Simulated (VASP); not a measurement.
# K3S2 (R-3c) in VASP: a series of runs, part 2 of 2

VASP 6.6.1. The steps go on from the part before.

## 4. Single point, PBE

This run uses another cell than the first one, of 30.95 Å³/atom.

Input file INCAR:

```
SYSTEM = K3S2
  PREC = Accurate
  ENCUT = 520
  EDIFF = 1E-6
  ISMEAR = 0
  SIGMA = 0.1
  LREAL = .FALSE.
  LASPH = .TRUE.
  NELM = 80
  ALGO = Normal
  ISIF = 2
  LWAVE = .FALSE.
  LCHARG = .FALSE.
  GGA = PE
  NBANDS = 50
```

Input file KPOINTS:

```
regular mesh
0
G
  3 3 3
  0 0 0
```

Input file POSCAR:

```
K3S2
1.0
    3.6616072344      2.1140299224      6.6646750323
   -3.6616072344      2.1140299224      6.6646750323
    0.0000000000     -4.2280598450      6.6646750323
K S
6 4
Direct
    0.0562500000      0.4437500000      0.7500000000
    0.7500000000      0.0562500000      0.4437500000
    0.4437500000      0.7500000000      0.0562500000
    0.9437500000      0.5562500000      0.2500000000
    0.2500000000      0.9437500000      0.5562500000
    0.5562500000      0.2500000000      0.9437500000
    0.8521800000      0.8521800000      0.8521800000
    0.6478200000      0.6478200000      0.6478200000
    0.1478200000      0.1478200000      0.1478200000
    0.3521800000      0.3521800000      0.3521800000
```

Potentials or basis: VASP PAW PBE potentials, release 64 (K_sv, S).

Started as:

```
cat potpaw_PBE.64/K_sv/POTCAR potpaw_PBE.64/S/POTCAR > POTCAR
mpirun -np 1 vasp_std > vasp.out
```

OUTCAR:

```text
SYSTEM = K3S2
   PREC = Accurate
   ENCUT = 520
   EDIFF = 1E-6
   ISMEAR = 0
   LREAL = .FALSE.
   LASPH = .TRUE.
   NELM = 80
   ISIF = 2
   GGA = PE

 ion  position               nearest neighbor table
   1  0.056  0.444  0.750-   9 2.85  10 2.85   7 3.03   8 3.03
   2  0.750  0.056  0.444-  10 2.85   9 2.85   8 3.03   7 3.03
   3  0.444  0.750  0.056-   9 2.85  10 2.85   7 3.03   8 3.03
   4  0.944  0.556  0.250-   7 2.85   8 2.85   9 3.03  10 3.03
   5  0.250  0.944  0.556-   8 2.85   7 2.85  10 3.03   9 3.03
   6  0.556  0.250  0.944-   7 2.85   8 2.85   9 3.03  10 3.03
   7  0.852  0.852  0.852-   6 2.85   5 2.85   4 2.85   3 3.03   1 3.03   2 3.03
   8  0.648  0.648  0.648-   5 2.85   6 2.85   4 2.85   2 3.03   1 3.03   3 3.03
   9  0.148  0.148  0.148-   3 2.85   2 2.85   1 2.85   6 3.03   4 3.03   5 3.03
  10  0.352  0.352  0.352-   2 2.85   3 2.85   1 2.85   5 3.03   4 3.03   6 3.03

  LATTYP: Found a trigonal (rhomboedric) cell.
 ALAT       =     7.8926790976
 COS(alpha) =     0.5695481095

  Lattice vectors:

 A1 = (   3.6616072344,   2.1140299224,   6.6646750323)
 A2 = (  -3.6616072344,   2.1140299224,   6.6646750323)
 A3 = (   0.0000000000,  -4.2280598450,   6.6646750323)

Analysis of symmetry for initial positions (statically):
=====================================================================
 Subroutine PRICEL returns:
 Original cell was already a primitive cell.

 Routine SETGRP: Setting up the symmetry group for a
 trigonal (rhombohedral) supercell.

 Subroutine GETGRP returns: Found 12 space group operations
 (whereof  6 operations were pure point group operations)
 out of a pool of 12 trial point group operations.

The static configuration has the point symmetry S_6 .
 The point group associated with its full space group is D_3d.

Analysis of symmetry for dynamics (positions and initial velocities):
[... 134 lines left out ...]
   GGA     = PE    functional components
   LHFCALC =     F    Hartree Fock is set to
   AEXX    =    0.0000 exact exchange contribution
   IVDW    =     0    specifies the selected vdW correction
   LEPSILON=     F    determine dielectric tensor
   LRPA    =     F    only Hartree local field effects (RPA)
 non-spin polarized calculation
 Gauss-broadening in eV      SIGMA  =   0.10
  energy-cutoff  :      520.00
  volume of cell :      309.54
 maximum number of plane-waves:      8344
   NGX = 29   NGY = 29   NGZ = 29

 number of electron      77.9999996 magnetization

 Free energy of the ion-electron system (eV)
  ---------------------------------------------------
  ext. energy  EPLUGINS =         0.00000000
  ---------------------------------------------------
  free energy    TOTEN  =       -29.26926673 eV

  energy without entropy =      -29.12247249  energy(sigma->0) =      -29.19586961

 E-fermi :  -0.2472     XC(G=0):  -7.6064

 val. band max:       -0.2527469526   @ k =   0.3333  -0.0000   0.0000
 cond. band min:      -0.2412586100   @ k =  -0.3333   0.3333   0.0000
 fundamental gap:      0.0114883426
 Fermi energy:        -0.2472090855

 k-point     1 :       0.0000    0.0000    0.0000
  band No.  band energies     occupation
      1     -28.6659      2.00000
      2     -28.6377      2.00000
      3     -28.6341      2.00000
      4     -28.6341      2.00000
      5     -28.6292      2.00000
      6     -28.6292      2.00000
[... 307 lines left out ...]
     49       6.4698      0.00000
     50       6.9679      0.00000

------------------------ aborting loop because EDIFF is reached ----------------------------------------

  FORCE on cell =-STRESS in cart. coord.  units (eV):
  Direction    XX          YY          ZZ          XY          YZ          ZX
  --------------------------------------------------------------------------------------
  -------------------------------------------------------------------------------------
  Total       12.1495061     12.1495061     10.0882527      0.0000000     -0.0000000     -0.0000000
  in kB       62.8863069     62.8863069     52.2171804      0.0000000     -0.0000000     -0.0000000
  external PRESSURE =      59.3299314 kB  Pullay stress =       0.0000000 kB

 VOLUME and BASIS-vectors are now :
 -----------------------------------------------------------------------------
  energy-cutoff  :      520.00
  volume of cell :      309.54
      direct lattice vectors                 reciprocal lattice vectors
     3.661607234  2.114029922  6.664675032     0.136552057  0.078838367  0.050014942
    -3.661607234  2.114029922  6.664675032    -0.136552057  0.078838367  0.050014942
     0.000000000 -4.228059845  6.664675032     0.000000000 -0.157676734  0.050014942

 POSITION                                       TOTAL-FORCE (eV/Angst)
 -----------------------------------------------------------------------------------
     -1.41887     -2.11403      8.33084        -0.266201      0.000000      0.000000
      2.54024     -0.17176      8.33084         0.133100     -0.230536      0.000000
     -1.12137      2.28579      8.33084         0.133100      0.230536      0.000000
      1.41887      2.11403     11.66318         0.266201      0.000000      0.000000
     -2.54024      0.17176     11.66318        -0.133100      0.230536      0.000000
      1.12137     -2.28579     11.66318        -0.133100     -0.230536      0.000000
      0.00000     -0.00000     17.03851        -0.000000      0.000000     -0.227550
      0.00000     -0.00000     12.95253        -0.000000     -0.000000      0.227550
      0.00000     -0.00000      2.95552        -0.000000     -0.000000      0.227550
      0.00000     -0.00000      7.04150        -0.000000      0.000000     -0.227550
 -----------------------------------------------------------------------------------
    total drift:                               -0.000000      0.000000      0.000000

  FREE ENERGIE OF THE ION-ELECTRON SYSTEM (eV)
  ---------------------------------------------------
  free  energy   TOTEN  =       -29.2692667260 eV

  energy  without entropy=      -29.1224724850  energy(sigma->0) =      -29.19586961
```

stdout:

```text
POSCAR found type information on POSCAR K S
 POSCAR found :  2 types and      10 ions
 scaLAPACK will be used
 LDA part: xc-table for (Slater+PW92), standard interpolation
 POSCAR, INCAR and KPOINTS ok, starting setup
 FFT: planning ... GRIDC
 FFT: planning ... GRID_SOFT
 FFT: planning ... GRID
 WAVECAR not read
 entering main loop
```

It took 4.3 min on 1 thread of Intel Xeon 8259CL, shared host; peak memory 0.52 GiB.

Results:

| Property | Result |
| --- | --- |
| Free energy | -29.2693 eV |
| Pressure | 5.9 GPa |
| Largest force | 0.266 eV/Å |
| Band gap on the k mesh | zero (bands 39 and 40 overlap by 0.09 eV) |

Forces on the atoms (eV/Å):
```
K   -0.266  0.000  0.000
K    0.133 -0.231  0.000
K    0.133  0.231  0.000
K    0.266  0.000  0.000
K   -0.133  0.231  0.000
K   -0.133 -0.231  0.000
S    0.000  0.000 -0.228
S    0.000  0.000  0.228
S    0.000  0.000  0.228
S    0.000  0.000 -0.228
```

Stress tensor (GPa, compression positive):
```
6.29 0.00 0.00
0.00 6.29 0.00
0.00 0.00 5.22
```

Levels at points of the mesh, in eV from the Fermi level:
```tsv
k point	band 35	band 36	band 37	band 38	band 39	band 40	band 41	band 42	band 43	band 44
(0.00, 0.00, 0.00)	-0.25	-0.25	-0.13	-0.05	-0.05	0.03	3.08	4.93	5.19	5.19
```

Caveat: the cell stands under pressure.

## 5. Relaxation of cell and atoms, PBE

This run uses another cell than the first one, of 30.95 Å³/atom.

Input file INCAR:

```
PREC = Accurate
ENCUT = 600
EDIFF = 1E-6
ISMEAR = 0
SIGMA = 0.1
LREAL = F
LASPH = T
NELM = 80
ALGO = Normal
ISIF = 3
LWAVE = F
LCHARG = F
GGA = PE
IBRION = 2
NSW = 90
EDIFFG = -0.04
```

Input file KPOINTS:

```
Automatic mesh
0
Gamma
  3 3 3
```

POSCAR is that of step 4.

Started as:

```
cat potpaw_PBE.64/K_sv/POTCAR potpaw_PBE.64/S/POTCAR > POTCAR
mpirun -np 1 vasp_std > vasp.out
```

Run time: 35 min. Hardware: 1 thread of Intel Xeon 8259CL, shared host; peak memory 0.64 GiB.

Results (log left out):

| Item | Value |
| --- | --- |
| Free energy | -30.6013 eV |
| Relaxed volume | 39.21 Å³/atom |
| Relaxed cell | a = 8.435 Å, b = 8.435 Å, c = 8.435 Å, α = 56.71°, β = 56.71°, γ = 56.71° |
| Space group after relaxing (to 0.1 Å) | R-3c (No. 167) |
| Energy gained by relaxing | 133.1 meV/atom |
| Ionic steps | 9 |
| Pressure after relaxing | 0.1 GPa |
| Largest force after relaxing | 0.038 eV/Å |
| Band gap on the k mesh | zero (bands 39 and 40 overlap by 0.04 eV) |

Forces in eV/Å, atoms in the order of the input:
```
K   -0.011  0.000  0.000
K    0.005 -0.009  0.000
K    0.005  0.009  0.000
K    0.011  0.000  0.000
K   -0.005  0.009  0.000
K   -0.005 -0.009  0.000
S    0.000  0.000  0.038
S    0.000  0.000 -0.038
S    0.000  0.000 -0.038
S    0.000  0.000  0.038
```

Stress tensor (GPa, compression positive):
```
0.11 0.00 0.00
0.00 0.11 0.00
0.00 0.00 0.01
```

Step by step:
```
step  energy change (eV)  largest force (eV/Å)  pressure (GPa)  volume (Å³)
   1              0.0000                0.2662            5.96       309.54
   2             -1.1752                0.1676            1.35       364.01
   3             -1.2376                0.1305           -0.81       419.40
   4             -1.3005                0.1400           -0.14       397.26
   5             -1.3013                0.1417           -0.04       394.49
   6             -1.3098                0.1216           -0.03       394.10
   7             -1.3268                0.0593            0.02       392.93
   8             -1.3191                0.1194            0.19       390.53
   9             -1.3307                0.0383            0.07       392.08
```

Final structure:
```
K S
1.0
     4.00594    2.31283    7.05304
    -4.00594    2.31283    7.05304
     0.00000   -4.62566    7.05304
K S
6 4
Direct
  0.04775 0.45225 0.75000
  0.75000 0.04775 0.45225
  0.45225 0.75000 0.04775
  0.95225 0.54775 0.25000
  0.25000 0.95225 0.54775
  0.54775 0.25000 0.95225
  0.85010 0.85010 0.85010
  0.64990 0.64990 0.64990
  0.14990 0.14990 0.14990
  0.35010 0.35010 0.35010
```

Levels at points of the mesh, in eV from the Fermi level:
| k point | band 37 | band 38 | band 39 | band 40 | band 41 | band 42 | band 43 | band 44 |
| --- | --- | --- | --- | --- | --- | --- | --- | --- |
| (0.00, 0.00, 0.00) | -0.07 | -0.05 | -0.05 | 0.03 | 2.66 | 4.63 | 4.87 | 4.87 |

Caveat: the volume moved by over 15 % at a fixed basis, so the end points are rough.

## 6. Single point, PBE

Input file INCAR:

```
SYSTEM = K3S2
  ALGO = Normal
  EDIFF = 1E-7
  ENCUT = 520
  GGA = PE
  ISIF = 2
  ISMEAR = 0
  LASPH = .True.
  LCHARG = .True.
  LELF = .True.
  LREAL = .False.
  LVHAR = .True.
  LWAVE = .False.
  NBANDS = 50
  NELM = 60
  PREC = Accurate
  SIGMA = 0.1
```

Input file KPOINTS:

```
k-points
0
Gamma
  6 6 6
  0 0 0
```

Input file POSCAR:

```
K3S2
1.0
    4.3952096125      2.5375754530      4.6953506509
   -4.3952096125      2.5375754530      4.6953506509
    0.0000000000     -5.0751509059      4.6953506509
K S
6 4
Direct
    0.5490506246      0.9509493754      0.2500000000
    0.2500000000      0.5490506246      0.9509493754
    0.9509493754      0.2500000000      0.5490506246
    0.4509493754      0.0490506246      0.7500000000
    0.7500000000      0.4509493754      0.0490506246
    0.0490506246      0.7500000000      0.4509493754
    0.3827202548      0.3827202548      0.3827202548
    0.1172797452      0.1172797452      0.1172797452
    0.6172797452      0.6172797452      0.6172797452
    0.8827202548      0.8827202548      0.8827202548
```

Potentials or basis: VASP PAW PBE potentials, release 64 (K_sv, S).

Started as:

```
cat potpaw_PBE.64/K_sv/POTCAR potpaw_PBE.64/S/POTCAR > POTCAR
mpirun -np 1 vasp_std > vasp.out
```

Run time: 22 min. Hardware: 1 thread of Intel Xeon 8259CL, shared host; peak memory 0.63 GiB.

It converged, with:

- Free energy: -30.8554 eV
- Pressure: 0.0 GPa
- Largest force: 0.004 eV/Å
- Band gap on the k mesh: zero (bands 39 and 40 overlap by 0.06 eV)

Forces in eV/Å, atoms in the order of the input:
```
K   -0.001  0.000  0.000
K    0.000  0.000  0.000
K    0.000  0.000  0.000
K    0.001  0.000  0.000
K    0.000  0.000  0.000
K    0.000  0.000  0.000
S    0.000  0.000  0.004
S    0.000  0.000 -0.004
S    0.000  0.000 -0.004
S    0.000  0.000  0.004
```

Levels at points of the mesh, in eV from the Fermi level:
| k point | band 35 | band 36 | band 37 | band 38 | band 39 | band 40 | band 41 | band 42 | band 43 | band 44 |
| --- | --- | --- | --- | --- | --- | --- | --- | --- | --- | --- |
| (0.00, 0.00, 0.00) | -1.30 | -1.28 | -0.93 | -0.93 | -0.88 | 0.51 | 1.87 | 3.71 | 3.71 | 4.27 |
| (0.50, 0.00, 0.00) | -1.15 | -1.15 | -0.95 | -0.95 | 0.00 | 0.00 | 3.36 | 3.36 | 3.82 | 3.82 |
| (0.50, 0.50, 0.00) | -1.18 | -1.08 | -0.98 | -0.89 | -0.74 | 0.53 | 3.12 | 3.78 | 3.84 | 3.94 |
| (0.50, 0.50, 0.50) | -0.99 | -0.99 | -0.99 | -0.99 | 0.04 | 0.04 | 3.74 | 3.74 | 3.74 | 3.74 |

## 7. Summary

```csv
task,cell,k mesh,cutoff (eV),gap on the mesh (eV),pressure (GPa),largest force (eV/Å)
single point,"a = 6.914 Å, angles 78.9°, 10 atoms, atomic positions A",6 × 6 × 6,520,none,0.0,-
single point,"a = 8.484 Å, angles 55.9°, 10 atoms, atomic positions B",3 × 3 × 3,520,none,0.1,0.01
single point,"a = 7.893 Å, angles 55.3°, 10 atoms, atomic positions C",3 × 3 × 3,520,none,5.9,0.27
relaxation of cell and atoms,"relaxed from a = 7.893 Å, angles 55.3°, 10 atoms, atomic positions C",3 × 3 × 3,600,none,0.1,0.04
```

Alike in all rows: level PBE; potentials or basis VASP PAW PBE potentials, release 64 (K_sv, S); no spin polarisation; smearing gaussian 0.1 eV.

Caveats: the cell stands under pressure (at least some runs); the volume moved by over 15 % at a fixed basis, so the end points are rough (at least some runs).

Absolute energies hang on the potentials; compare differences alone.

The gap in the log of VASP goes by the Fermi energy; the results here count the filled bands.